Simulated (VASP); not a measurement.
# CsSnI3 (Pnma) in VASP: single point with PBE

Aim: the single point of CsSnI3 with PBE.

Program: VASP 6.6.1. These are calculated values, not measurements. Logs are shortened: lines on timing, memory, paths and dates and some standing lists are left out, and cuts for length are marked.

## Step 1: The cell of the first run

Symmetry: Pnma, No. 62, orthorhombic system. The conventional cell has a = 8.947 Å, b = 12.514 Å, c = 8.683 Å, α = 90.00°, β = 90.00°, γ = 90.00°. Within 5.6 Å of Cs (site symmetry m) lie 12 I at 3.96 to 5.45 Å and 6 Sn at 5.04 to 5.50 Å. Within 4.2 Å of Sn (site symmetry -1) lie 6 I at 3.18 to 3.19 Å. I (site symmetry 1) has 2 Sn at 3.19 Å and 3 Cs at 3.97 to 4.24 Å and 8 I at 4.47 to 4.54 Å within 4.6 Å. I (site symmetry m) has 2 Sn at 3.18 Å and 2 Cs at 3.96 to 3.99 Å within 4.2 Å.

## Step 2: Single point, PBE

INCAR

```
  PREC = Accurate
  ENCUT = 520
  EDIFF = 1E-7
  ISMEAR = 0
  SIGMA = 0.02
  LREAL = Auto
  LASPH = T
  NELM = 100
  ALGO = Normal
  ISIF = 2
  LWAVE = F
  LCHARG = F
  GGA = PE
  NBANDS = 104
  KPAR = 4
```

KPOINTS

```
Automatic mesh
0
Gamma
  4 4 4
```

POSCAR

```
CsSnI3
1.0
    8.9472678181      0.0000000000      0.0000000000
    0.0000000000     12.5139213637      0.0000000000
    0.0000000000      0.0000000000      8.6831541740
Cs Sn I
4 4 12
Direct
    0.9411831854      0.7500000000     -0.0177996889
    0.4411831854      0.7500000000      0.5177996889
    0.0588168146      0.2500000000      1.0177996889
    0.5588168146      0.2500000000      0.4822003111
    0.5000000000      0.0000000000      0.0000000000
    0.0000000000      0.5000000000      0.5000000000
    0.0000000000      0.0000000000      0.5000000000
    0.5000000000      0.5000000000      0.0000000000
    0.7078333583      0.9679307748      0.7057462764
    0.2921666417      0.4679307748      0.2942537236
    0.7078333583      0.5320692252      0.7057462764
    0.2921666417      0.0320692252      0.2942537236
    0.4947841872      0.2500000000      0.9373965899
    0.2078333583      0.5320692252      0.7942537236
    1.0052158128      0.7500000000      0.4373965899
    0.7921666417      0.4679307748      0.2057462764
    0.7921666417      0.0320692252      0.2057462764
    0.5052158128      0.7500000000      0.0626034101
   -0.0052158128      0.2500000000      0.5626034101
    0.2078333583      0.9679307748      0.7942537236
```

Potentials or basis: VASP PAW PBE potentials, release 64 (Cs_sv, Sn_d, I).

Started as:

```bash
$ cat potpaw_PBE.64/Cs_sv/POTCAR potpaw_PBE.64/Sn_d/POTCAR potpaw_PBE.64/I/POTCAR > POTCAR
$ mpirun -np 4 vasp_std > vasp.out
```

OUTCAR:

```text
PREC = Accurate
   ENCUT = 520
   EDIFF = 1E-7
   ISMEAR = 0
   LREAL = Auto
   LASPH = T
   NELM = 100
   ISIF = 2
   GGA = PE

 ion  position               nearest neighbor table
   1  0.941  0.750  0.982-
   2  0.441  0.750  0.518-
   3  0.059  0.250  0.018-
   4  0.559  0.250  0.482-
   5  0.500  0.000  0.000-  13 3.18  18 3.18   9 3.19  12 3.19  17 3.19  20 3.19
   6  0.000  0.500  0.500-  15 3.18  19 3.18  16 3.19  14 3.19  10 3.19  11 3.19
   7  0.000  0.000  0.500-  15 3.18  19 3.18  17 3.19  20 3.19   9 3.19  12 3.19
   8  0.500  0.500  0.000-  13 3.18  18 3.18  10 3.19  11 3.19  16 3.19  14 3.19
   9  0.708  0.968  0.706-   5 3.19   7 3.19
  10  0.292  0.468  0.294-   8 3.19   6 3.19
  11  0.708  0.532  0.706-   8 3.19   6 3.19
  12  0.292  0.032  0.294-   5 3.19   7 3.19
  13  0.495  0.250  0.937-   5 3.18   8 3.18
  14  0.208  0.532  0.794-   6 3.19   8 3.19
  15  0.005  0.750  0.437-   6 3.18   7 3.18
  16  0.792  0.468  0.206-   6 3.19   8 3.19
  17  0.792  0.032  0.206-   7 3.19   5 3.19
  18  0.505  0.750  0.063-   5 3.18   8 3.18
  19  0.995  0.250  0.563-   6 3.18   7 3.18
  20  0.208  0.968  0.794-   7 3.19   5 3.19

  LATTYP: Found a simple orthorhombic cell.
 ALAT       =     8.6831541740
 B/A-ratio  =     1.0304167862
 C/A-ratio  =     1.4411723105

  Lattice vectors:

 A1 = (   0.0000000000,   0.0000000000,   8.6831541740)
 A2 = (   8.9472678181,   0.0000000000,   0.0000000000)
 A3 = (   0.0000000000,  12.5139213637,   0.0000000000)

Analysis of symmetry for initial positions (statically):
=====================================================================
 Subroutine PRICEL returns:
 Original cell was already a primitive cell.

 Routine SETGRP: Setting up the symmetry group for a
 simple orthorhombic supercell.

 Subroutine GETGRP returns: Found  8 space group operations
 (whereof  2 operations were pure point group operations)
 out of a pool of  8 trial point group operations.

The static configuration has the point symmetry S_2 .
 The point group associated with its full space group is D_2h.

Analysis of symmetry for dynamics (positions and initial velocities):
=====================================================================
 Subroutine PRICEL returns:
 Original cell was already a primitive cell.

 Routine SETGRP: Setting up the symmetry group for a
 simple orthorhombic supercell.
[... 145 lines left out ...]
   NSW    =      0    number of steps for IOM
   IBRION =     -1    ionic relax: 0-MD 1-quasi-New 2-CG
   NFREE  =      0    steps in history (QN), initial steepest desc. (CG)
   ISIF   =      2    stress and relaxation
   ISYM   =      2    0-nonsym 1-usesym 2-fastsym
   POTIM  = 0.5000    time-step for ionic-motion
   TEBEG  =    0.0;   TEEND  =   0.0 temperature during run
   PSTRESS=    0.0 pullay stress
   NELECT =     176.0000    total number of electrons
   NUPDOWN=      -1.0000    fix difference up-down
   EMIN   =  10.00;   EMAX   =-10.00  energy-range for DOS
   EFERMI =   0.00;   METHOD = LEGACY
   ISMEAR =     0;   SIGMA  =   0.02  broadening in eV -4-tet -1-fermi 0-gaus
   EFERMI_NEDOS =   21; number of points for ismear=-14 and -15
   IALGO  =     38    algorithm
   IMIX   =      4    mixing-type and parameters
     AMIX     =   0.40;   BMIX     =  1.00
     AMIX_MAG =   1.60;   BMIX_MAG =  1.00
  volume/ion in A,a.u.               =      48.61       328.04
  Fermi-wavevector in a.u.,A,eV,Ry     =   0.926102  1.750078 11.669227  0.857664
  Thomas-Fermi vector in A             =   2.052028
   LORBIT       =      0    0 simple, 1 ext, 2 COOP (PROOUT), +10 PAW based schemes
   GGA     = PE    functional components
   LHFCALC =     F    Hartree Fock is set to
   AEXX    =    0.0000 exact exchange contribution
   IVDW    =     0    specifies the selected vdW correction
   LEPSILON=     F    determine dielectric tensor
   LRPA    =     F    only Hartree local field effects (RPA)
 non-spin polarized calculation
 Gauss-broadening in eV      SIGMA  =   0.02
  energy-cutoff  :      520.00
  volume of cell :      972.21
 maximum number of plane-waves:     26210
 NGX is ok and might be reduce to    70
   NGX = 33   NGY = 47   NGZ = 33

 number of electron     175.9999978 magnetization

 Free energy of the ion-electron system (eV)
  ---------------------------------------------------
  ext. energy  EPLUGINS =         0.00000000
  ---------------------------------------------------
  free energy    TOTEN  =       -56.36067833 eV

  energy without entropy =      -56.36067833  energy(sigma->0) =      -56.36067833

 E-fermi :   2.3320     XC(G=0):  -7.4585

 val. band max:        2.2044232035   @ k =   0.0000   0.0000   0.0000
 cond. band min:       3.0385209818   @ k =   0.0000   0.0000   0.0000
 fundamental gap:      0.8340977783
 Fermi energy:         2.3320449842

 k-point     1 :       0.0000    0.0000    0.0000
  band No.  band energies     occupation
      1     -19.5808      2.00000
      2     -19.5806      2.00000
      3     -19.5803      2.00000
      4     -19.5795      2.00000
      5     -19.5791      2.00000
      6     -19.5785      2.00000
[... 2461 lines left out ...]
     99       6.1698      0.00000
    100       6.1698      0.00000

 [... further k-points ...]

 [bands above 100 left out]

------------------------ aborting loop because EDIFF is reached ----------------------------------------

  FORCE on cell =-STRESS in cart. coord.  units (eV):
  Direction    XX          YY          ZZ          XY          YZ          ZX
  --------------------------------------------------------------------------------------
  -------------------------------------------------------------------------------------
  Total       -0.1021507     -0.0293766      0.0114078      0.0000000      0.0000000     -0.0000000
  in kB       -0.1683413     -0.0484117      0.0187998      0.0000000      0.0000000     -0.0000000
  external PRESSURE =      -0.0659844 kB  Pullay stress =       0.0000000 kB

 VOLUME and BASIS-vectors are now :
 -----------------------------------------------------------------------------
  energy-cutoff  :      520.00
  volume of cell :      972.21
      direct lattice vectors                 reciprocal lattice vectors
     8.947267818  0.000000000  0.000000000     0.111765963  0.000000000  0.000000000
     0.000000000 12.513921364  0.000000000     0.000000000  0.079911002  0.000000000
     0.000000000  0.000000000  8.683154174     0.000000000  0.000000000  0.115165524

 POSITION                                       TOTAL-FORCE (eV/Angst)
 -----------------------------------------------------------------------------------
      8.42102      9.38544      8.52860         0.001287     -0.000000      0.001544
      3.94738      9.38544      4.49613         0.001287     -0.000000     -0.001544
      0.52625      3.12848      0.15456        -0.001287     -0.000000     -0.001544
      4.99988      3.12848      4.18702        -0.001287     -0.000000      0.001544
      4.47363      0.00000      0.00000         0.000000     -0.000000      0.000000
      0.00000      6.25696      4.34158         0.000000     -0.000000      0.000000
[... 12 lines left out ...]
      8.90060      3.12848      4.88517         0.001692     -0.000000      0.001101
      1.85954     12.11261      6.89663         0.002642      0.003357     -0.003889
 -----------------------------------------------------------------------------------
    total drift:                               -0.000000     -0.000000      0.000000

  FREE ENERGIE OF THE ION-ELECTRON SYSTEM (eV)
  ---------------------------------------------------
  free  energy   TOTEN  =       -56.3606783334 eV

  energy  without entropy=      -56.3606783334  energy(sigma->0) =      -56.36067833
```

OSZICAR:

```text
N       E                     dE             d eps       ncg     rms          rms(c)
DAV:   1     0.156306949013E+04    0.15631E+04   -0.70115E+04  5920   0.152E+03
DAV:   2     0.181517824832E+03   -0.13816E+04   -0.13328E+04  6592   0.322E+02
DAV:   3    -0.441316028038E+02   -0.22565E+03   -0.22237E+03  6480   0.153E+02
DAV:   4    -0.570922021788E+02   -0.12961E+02   -0.12895E+02  6440   0.417E+01
DAV:   5    -0.576502533143E+02   -0.55805E+00   -0.55747E+00  7304   0.855E+00    0.751E+00
DAV:   6    -0.564246715802E+02    0.12256E+01   -0.18353E+00  7480   0.409E+00    0.487E+00
DAV:   7    -0.563467494469E+02    0.77922E-01   -0.15294E+00  7032   0.297E+00    0.185E+00
DAV:   8    -0.563564418837E+02   -0.96924E-02   -0.26441E-01  6848   0.176E+00    0.783E-01
DAV:   9    -0.563588651853E+02   -0.24233E-02   -0.14910E-02  7160   0.561E-01    0.291E-01
DAV:  10    -0.563601625833E+02   -0.12974E-02   -0.29637E-03  7112   0.190E-01    0.872E-02
DAV:  11    -0.563607092414E+02   -0.54666E-03   -0.14911E-03  7432   0.136E-01    0.102E-01
DAV:  12    -0.563606869280E+02    0.22313E-04   -0.85118E-05  6992   0.260E-02    0.728E-02
DAV:  13    -0.563606782405E+02    0.86874E-05   -0.42032E-05  6520   0.185E-02    0.109E-02
DAV:  14    -0.563606771304E+02    0.11101E-05   -0.27599E-05  7512   0.184E-02    0.475E-03
DAV:  15    -0.563606778762E+02   -0.74574E-06   -0.29579E-06  5680   0.474E-03    0.289E-03
DAV:  16    -0.563606783497E+02   -0.47356E-06   -0.51729E-07  5464   0.231E-03    0.780E-04
DAV:  17    -0.563606783334E+02    0.16284E-07   -0.29213E-08  3672   0.705E-04
   1 F= -.56360678E+02 E0= -.56360678E+02  d E =-.365211E-21
```

stdout:

```text
POSCAR found type information on POSCAR CsSnI
 POSCAR found :  3 types and      20 ions
 scaLAPACK will be used
 LDA part: xc-table for (Slater+PW92), standard interpolation
 POSCAR, INCAR and KPOINTS ok, starting setup
 FFT: planning ... GRIDC
 FFT: planning ... GRID_SOFT
 FFT: planning ... GRID
 WAVECAR not read
 entering main loop
```

Wall time 13 min (4 MPI ranks of Intel Xeon 6975P-C (Granite Rapids), shared host); peak memory 2 GiB.

What came out:

* Free energy: -56.3607 eV
* Pressure: 0.0 GPa
* Largest force: 0.006 eV/Å
* Band gap on the k mesh: 0.83 eV

Forces on the atoms (eV/Å):
```
Cs   0.001  0.000  0.002
Cs   0.001  0.000 -0.002
Cs  -0.001  0.000 -0.002
Cs  -0.001  0.000  0.002
Sn   0.000  0.000  0.000
Sn   0.000  0.000  0.000
Sn   0.000  0.000  0.000
Sn   0.000  0.000  0.000
I    0.003  0.003  0.004
I   -0.003  0.003 -0.004
I    0.003 -0.003  0.004
I   -0.003 -0.003 -0.004
I    0.002  0.000 -0.001
I    0.003 -0.003 -0.004
I   -0.002  0.000 -0.001
I   -0.003  0.003  0.004
I   -0.003 -0.003  0.004
I   -0.002  0.000  0.001
I    0.002  0.000  0.001
I    0.003  0.003 -0.004
```

Levels at points of the mesh, in eV from the valence-band top:
```tsv
k point	band 86	band 87	band 88	band 89	band 90	band 91
(0.00, 0.00, 0.00)	-1.15	-0.67	0.00	0.83	0.87	0.96
(0.50, 0.00, 0.00)	-1.35	-0.93	-0.93	1.20	1.20	2.44
(0.00, 0.50, 0.00)	-1.33	-0.55	-0.55	1.03	1.03	1.14
(0.50, 0.50, 0.00)	-1.31	-1.31	-1.31	2.52	2.52	2.52
(0.00, 0.00, 0.50)	-1.45	-0.97	-0.97	1.18	1.18	2.43
(0.50, 0.00, 0.50)	-1.21	-0.65	-0.65	1.17	1.17	1.22
(0.00, 0.50, 0.50)	-1.42	-1.42	-1.42	2.42	2.42	2.60
(0.50, 0.50, 0.50)	-1.12	-1.12	-1.12	1.37	1.37	1.37
```

Caveat: spin-orbit coupling is left out, which moves the levels of the heavy elements. A k mesh can miss the band edges.
